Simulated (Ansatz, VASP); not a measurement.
# Two plane-wave programs on Al3N

The input INCAR:

```
PREC = Accurate ; ENCUT = 520
EDIFF = 1E-7 ; ISMEAR = 0
SIGMA = 0.1 ; LREAL = F
LASPH = T ; NELM = 150
ALGO = Normal ; ISIF = 2
LWAVE = F ; LCHARG = F
ISPIN = 2 ; MAGMOM = 0 0 0 3
LORBIT = 11 ; LDIPOL = T
IDIPOL = 3 ; DIPOL = 0.5 0.5 0.337
GGA = PE ; NBANDS = 19
```

KPOINTS

```
regular mesh
0
Gamma
  9 9 1
```

POSCAR

```
Al3N
1.0
    2.8567582918      0.0000000000      0.0000000000
    0.0000000000      2.8567582918      0.0000000000
    0.0000000000      0.0000000000     21.1746954317
Al N
3 1
Direct
    0.5000000000      0.5000000000      0.1889047242
    0.0000000000      0.0000000000      0.2873641967
    0.5000000000      0.5000000000      0.3860596464
    0.5000000000      0.6666666667      0.4838178412
```

Input for Ansatz:

```yaml
crystal:
  lattice:
    - [2.8567582918, 0.0, 0.0]
    - [0.0, 2.8567582918, 0.0]
    - [0.0, 0.0, 21.1746954317]
  atoms:
    - { symbol: Al, position: [0.5, 0.5, 0.1889047242] }
    - { symbol: Al, position: [0.0, 0.0, 0.2873641967] }
    - { symbol: Al, position: [0.5, 0.5, 0.3860596464] }
    - { symbol: "N", position: [0.5, 0.6666666667, 0.4838178412], spin: 3.0 }
basis:
  ecutwfc: 420
kpoints:
  mp_grid: { grid: [9, 9, 1] }
hamiltonian:
  xc: pbe
  pseudopotentials: { kind: paw, azcp: { folder: soft_1 } }
scf:
  occupations: { method: gaussian, width: 0.1 }
output:
  forces: true
  eigenvalues: true
  populations: true
  write_density: true
  write_potential: true
  elf: true
  volumetric_format: npy
magnetization:
  spin_polarized: true
efield:
  axis: 3
  dipole_correction: true
  ramp_width: 0.04
```

Alike in both runs: task single point; functional PBE; k mesh 9 × 9 × 1; occupations gaussian, width 0.1 eV; collinear spin.

|  | VASP | Ansatz |
| --- | --- | --- |
| version | VASP 6.6.1 | Ansatz 0.2.0 |
| potentials or method | VASP PAW PBE potentials, release 64 (Al, N), cutoff 520 eV | scalar-relativistic, plane waves, PAW |
| valence electrons in the cell | 14 | 14 |

Ansatz gave:

```
gap on the k mesh at the Fermi level (eV)                     : none
rms of the force components (eV/Å)                            : 0.907
net moment per atom (μB)                                      : 0.42
size of the moment on the site where the two differ most (μB) : 1.41
```

**Question.** What did VASP give for the same quantities?

**Answer.** gap on the k mesh at the Fermi level (eV): none; rms of the force components (eV/Å): 0.902; net moment per atom (μB): 0.42; size of the moment on the site where the two differ most (μB): 1.21.

Site moments also hang on the region over which each program counts them. Atom by atom the forces differ by 0.005 eV/Å (rms over components). A gap of «none» marks a metal or a gap that the smearing closes. Ansatz's warnings: xc potential rough in thin density.
